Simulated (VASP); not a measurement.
# GaN (zincblende type) (F-43m) in VASP: a series of runs, part 2 of 3

VASP 6.6.1. The steps go on from the part before.

## 3. Single point, LDA (volume scaled by 0.8, source ansatz)

Input file INCAR:

```
PREC     = Accurate       # precision mode
ENCUT    = 520            # plane-wave cutoff, eV
EDIFF    = 1E-6           # SCF threshold, eV
ISMEAR   = -1             # smearing method
SIGMA    = 0.05           # smearing width, eV
LREAL    = False          # projectors in reciprocal space
LASPH    = True           # aspherical terms in the spheres
NELM     = 60             # most SCF steps
ALGO     = Normal         # electronic algorithm
ISIF     = 2              # what is computed and relaxed
LWAVE    = False          # write WAVECAR
LCHARG   = False          # write CHGCAR
GGA      = CA             # functional
NBANDS   = 16             # bands
```

Input file KPOINTS:

```
regular mesh
0
Gamma
  17 17 17
```

Input file POSCAR:

```
GaN
1.0
    0.0000000000      2.0678965050      2.0678965050
    2.0678965050      0.0000000000      2.0678965050
    2.0678965050      2.0678965050      0.0000000000
Ga N
1 1
Direct
    0.0000000000      0.0000000000      0.0000000000
    0.2500000000      0.2500000000      0.2500000000
```

Potentials or basis: VASP PAW LDA potentials, release 64 (Ga_d, N).

Command:

```bash
> cat potpaw_LDA.64/Ga_d/POTCAR potpaw_LDA.64/N/POTCAR > POTCAR
> mpirun -np 1 vasp_std > vasp.out
```

OUTCAR:

```text
PREC = Accurate
   ENCUT = 520
   EDIFF = 1E-6
   ISMEAR = -1
   LREAL = False
   LASPH = True
   NELM = 60
   ISIF = 2
   GGA = CA

 ion  position               nearest neighbor table
   1  0.000  0.000  0.000-   2 1.79   2 1.79   2 1.79   2 1.79
   2  0.250  0.250  0.250-   1 1.79   1 1.79   1 1.79   1 1.79

  LATTYP: Found a face centered cubic cell.
 ALAT       =     4.1357930100

  Lattice vectors:

 A1 = (   0.0000000000,   2.0678965050,   2.0678965050)
 A2 = (   2.0678965050,   0.0000000000,   2.0678965050)
 A3 = (   2.0678965050,   2.0678965050,   0.0000000000)

Analysis of symmetry for initial positions (statically):
=====================================================================
 Subroutine PRICEL returns:
 Original cell was already a primitive cell.

 Routine SETGRP: Setting up the symmetry group for a
 face centered cubic supercell.

 Subroutine GETGRP returns: Found 24 space group operations
 (whereof 24 operations were pure point group operations)
 out of a pool of 48 trial point group operations.

The static configuration has the point symmetry T_d .

Analysis of symmetry for dynamics (positions and initial velocities):
=====================================================================
 Subroutine PRICEL returns:
 Original cell was already a primitive cell.

 Routine SETGRP: Setting up the symmetry group for a
 face centered cubic supercell.

 Subroutine GETGRP returns: Found 24 space group operations
 (whereof 24 operations were pure point group operations)
 out of a pool of 48 trial point group operations.

The dynamic configuration has the point symmetry T_d .

 Subroutine INISYM returns: Found 24 space group operations
 (whereof 24 operations are pure point group operations),
 and found     1 'primitive' translations

----------------------------------------------------------------------------------------

                                     Primitive cell

  volume of cell :      17.6855

  direct lattice vectors                    reciprocal lattice vectors
     0.000000000  2.067896505  2.067896505    -0.241791598  0.241791598  0.241791598
     2.067896505  0.000000000  2.067896505     0.241791598 -0.241791598  0.241791598
     2.067896505  2.067896505  0.000000000     0.241791598  0.241791598 -0.241791598

  length of vectors
     2.924447283  2.924447283  2.924447283     0.418795332  0.418795332  0.418795332

  position of ions in fractional coordinates (direct lattice)
     0.000000000  0.000000000  0.000000000
     0.250000000  0.250000000  0.250000000

  ion indices of the primitive-cell ions
   primitive index   ion index
                 1           1
                 2           2

----------------------------------------------------------------------------------------

 KPOINTS: regular mesh

Automatic generation of k-mesh.
 Grid dimensions read from file:
 generate k-points for:   17   17   17

 Generating k-lattice:

  Cartesian coordinates                     Fractional coordinates (reciprocal lattice)
    -0.014223035  0.014223035  0.014223035     0.058823529  0.000000000  0.000000000
     0.014223035 -0.014223035  0.014223035     0.000000000  0.058823529  0.000000000
     0.014223035  0.014223035 -0.014223035     0.000000000  0.000000000  0.058823529

  Length of vectors
     0.024635020  0.024635020  0.024635020

  Shift w.r.t. Gamma in fractional coordinates (k-lattice)
     0.000000000  0.000000000  0.000000000

 Subroutine IBZKPT returns following result:
 ===========================================

 Found    165 irreducible k-points:

 Following reciprocal coordinates:
            Coordinates               Weight
  0.000000  0.000000  0.000000      1.000000
  0.058824  0.000000  0.000000      8.000000
  0.117647  0.000000  0.000000      8.000000
  0.176471  0.000000  0.000000      8.000000
  0.235294  0.000000  0.000000      8.000000
  0.294118  0.000000  0.000000      8.000000
[... 16 lines left out ...]
 -0.176471  0.058824  0.000000     24.000000
 -0.117647  0.058824  0.000000     24.000000
 [... further k-points ...]
   k-points           NKPTS =    165   k-points in BZ     NKDIM =    165   number of bands    NBANDS=     16
   number of dos      NEDOS =    301   number of ions     NIONS =      2
   total plane-waves  NPLWV =  13824
   dimension x,y,z NGX =    24 NGY =   24 NGZ =   24
   dimension x,y,z NGXF=    48 NGYF=   48 NGZF=   48
   ions per type =               1   1
   NGX,Y,Z   is equivalent  to a cutoff of  13.64, 13.64, 13.64 a.u.
   NGXF,Y,Z  is equivalent  to a cutoff of  27.29, 27.29, 27.29 a.u.
 SYSTEM =  unknown system
   PREC   = accura    normal or accurate (medium, high low for compatibility)
   ISTART =      0    job   : 0-new  1-cont  2-samecut
   ICHARG =      2    charge: 1-file 2-atom 10-const
   ISPIN  =      1    spin polarized calculation?
   LNONCOLLINEAR =      F non collinear calculations
   LSORBIT =      F    spin-orbit coupling
   LASPH  =      T    aspherical Exc in radial PAW
   ENCUT  =  520.0 eV  38.22 Ry    6.18 a.u.   5.44  5.44  5.44*2*pi/ulx,y,z
   NELM   =     60;   NELMIN=  2; NELMDL= -5     # of ELM steps
   EDIFF  = 0.1E-05   stopping-criterion for ELM
   LREAL  =      F    real-space projection
   EDIFFG = 0.1E-04   stopping-criterion for IOM
   NSW    =      0    number of steps for IOM
   IBRION =     -1    ionic relax: 0-MD 1-quasi-New 2-CG
   NFREE  =      0    steps in history (QN), initial steepest desc. (CG)
   ISIF   =      2    stress and relaxation
   ISYM   =      2    0-nonsym 1-usesym 2-fastsym
   POTIM  = 0.5000    time-step for ionic-motion
   TEBEG  =    0.0;   TEEND  =   0.0 temperature during run
   PSTRESS=    0.0 pullay stress
   NELECT =      18.0000    total number of electrons
   NUPDOWN=      -1.0000    fix difference up-down
   EMIN   =  10.00;   EMAX   =-10.00  energy-range for DOS
   EFERMI =   0.00;   METHOD = LEGACY
   ISMEAR =    -1;   SIGMA  =   0.05  broadening in eV -4-tet -1-fermi 0-gaus
   EFERMI_NEDOS =   21; number of points for ismear=-14 and -15
   IALGO  =     38    algorithm
   IMIX   =      4    mixing-type and parameters
     AMIX     =   0.40;   BMIX     =  1.00
     AMIX_MAG =   1.60;   BMIX_MAG =  1.00
  volume/ion in A,a.u.               =       8.84        59.67
  Fermi-wavevector in a.u.,A,eV,Ry     =   1.646747  3.111901 36.895946  2.711776
  Thomas-Fermi vector in A             =   2.736323
   LORBIT       =      0    0 simple, 1 ext, 2 COOP (PROOUT), +10 PAW based schemes
   GGA     = CA    functional components
   LHFCALC =     F    Hartree Fock is set to
   AEXX    =    0.0000 exact exchange contribution
   IVDW    =     0    specifies the selected vdW correction
   LEPSILON=     F    determine dielectric tensor
   LRPA    =     F    only Hartree local field effects (RPA)
 non-spin polarized calculation
  energy-cutoff  :      520.00
  volume of cell :       17.69
 maximum number of plane-waves:       531
 NGX is ok and might be reduce to    24
   NGX = 11   NGY = 11   NGZ = 11

 number of electron      17.9999992 magnetization

 Free energy of the ion-electron system (eV)
  ---------------------------------------------------
  ext. energy  EPLUGINS =         0.00000000
  ---------------------------------------------------
  free energy    TOTEN  =       -13.06557557 eV

  energy without entropy =      -13.06557557  energy(sigma->0) =      -13.06557557

 E-fermi :   9.3959     XC(G=0): -13.5629

 val. band max:        8.3348488648   @ k =   0.0000   0.0000   0.0000
 cond. band min:      11.6660903362   @ k =   0.4706   0.4706   0.0000
 fundamental gap:      3.3312414714
 Fermi energy:         9.3959264058

 k-point     1 :       0.0000    0.0000    0.0000
  band No.  band energies     occupation
      1     -10.0816      2.00000
      2      -5.8117      2.00000
      3      -5.8117      2.00000
      4      -5.8117      2.00000
      5      -5.1293      2.00000
      6      -5.1293      2.00000
[... 8 lines left out ...]
     15      29.0016      0.00000
     16      29.0016      0.00000

 k-point     2 :       0.0588    0.0000    0.0000
  band No.  band energies     occupation
      1     -10.0215      2.00000
      2      -5.8055      2.00000
      3      -5.8019      2.00000
      4      -5.8019      2.00000
      5      -5.1308      2.00000
      6      -5.1308      2.00000
[... 8 lines left out ...]
     15      28.2540      0.00000
     16      28.2540      0.00000
[... 387 lines left out ...]
      5      -5.1548      2.00000
      6      -5.1093      2.00000
[... 8 lines left out ...]
     15      26.4629      0.00000
     16      28.4910      0.00000

 k-point    24 :      -0.1176    0.0588    0.0000
  band No.  band energies     occupation
      1      -9.7185      2.00000
      2      -5.7706      2.00000
      3      -5.7604      2.00000
      4      -5.7345      2.00000
      5      -5.1500      2.00000
      6      -5.1200      2.00000
[... 8 lines left out ...]
     15      26.6420      0.00000
     16      29.0121      0.00000

 [... further k-points ...]
[... 5 lines left out ...]
  --------------------------------------------------------------------------------------
  -------------------------------------------------------------------------------------
  Total        8.3163659      8.3163659      8.3163659      0.0000000      0.0000000     -0.0000000
  in kB      753.4037486    753.4037486    753.4037486      0.0000000      0.0000000     -0.0000000
  external PRESSURE =     753.4037486 kB  Pullay stress =       0.0000000 kB

 VOLUME and BASIS-vectors are now :
 -----------------------------------------------------------------------------
  energy-cutoff  :      520.00
  volume of cell :       17.69
      direct lattice vectors                 reciprocal lattice vectors
     0.000000000  2.067896505  2.067896505    -0.241791598  0.241791598  0.241791598
     2.067896505  0.000000000  2.067896505     0.241791598 -0.241791598  0.241791598
     2.067896505  2.067896505  0.000000000     0.241791598  0.241791598 -0.241791598

 POSITION                                       TOTAL-FORCE (eV/Angst)
 -----------------------------------------------------------------------------------
      0.00000      0.00000      0.00000        -0.000000     -0.000000     -0.000000
      1.03395      1.03395      1.03395         0.000000      0.000000      0.000000
 -----------------------------------------------------------------------------------
    total drift:                                0.000001      0.000001      0.000001

  FREE ENERGIE OF THE ION-ELECTRON SYSTEM (eV)
  ---------------------------------------------------
  free  energy   TOTEN  =       -13.0655755695 eV

  energy  without entropy=      -13.0655755695  energy(sigma->0) =      -13.06557557
```

Wall time 24 s (1 thread of Intel Xeon Platinum 8488C (Sapphire Rapids), shared host); peak memory 0.16 GiB.

What came out:

- Free energy: -13.0656 eV
- Pressure: 75.3 GPa
- Band gap on the k mesh: 3.33 eV, indirect (least direct gap 3.39 eV)

## 4. Single point, LDA (volume scaled by 0.88)

Input file INCAR:

```
SYSTEM = GaN
ALGO = Normal
EDIFF = 1E-6
ENCUT = 520
GGA = CA
ISIF = 2
ISMEAR = -1
LASPH = .True.
LCHARG = .False.
LREAL = .False.
LWAVE = .False.
NBANDS = 16
NELM = 80
PREC = Accurate
SIGMA = 0.05
```

Input file KPOINTS:

```
k-points
0
Gamma
  17 17 17
  0 0 0
```

Input file POSCAR:

```
GaN
1.0
    0.0000000000      2.1346484429      2.1346484429
    2.1346484429      0.0000000000      2.1346484429
    2.1346484429      2.1346484429      0.0000000000
Ga N
1 1
Direct
    0.0000000000      0.0000000000      0.0000000000
    0.2500000000      0.2500000000      0.2500000000
```

Command:

```bash
> cat potpaw_LDA.64/Ga_d/POTCAR potpaw_LDA.64/N/POTCAR > POTCAR
> mpirun -np 1 vasp_std > vasp.out
```

It took 33 s on 1 thread of Intel Xeon Platinum 8488C (Sapphire Rapids), shared host; peak memory 0.16 GiB.

Results (log left out):

```yaml
Free_energy: -13.6658 eV
Pressure: 35.8 GPa
Band_gap_on_the_k_mesh: 2.80 eV, direct
```

Levels at points of the mesh, in eV from the valence-band top:
```tsv
k point	band 6	band 7	band 8	band 9	band 10	band 11	band 12	band 13
(0.00, 0.00, 0.00)	-13.31	0.00	0.00	0.00	2.80	11.13	11.13	11.13
```

(Continued in part 3 of 3.)
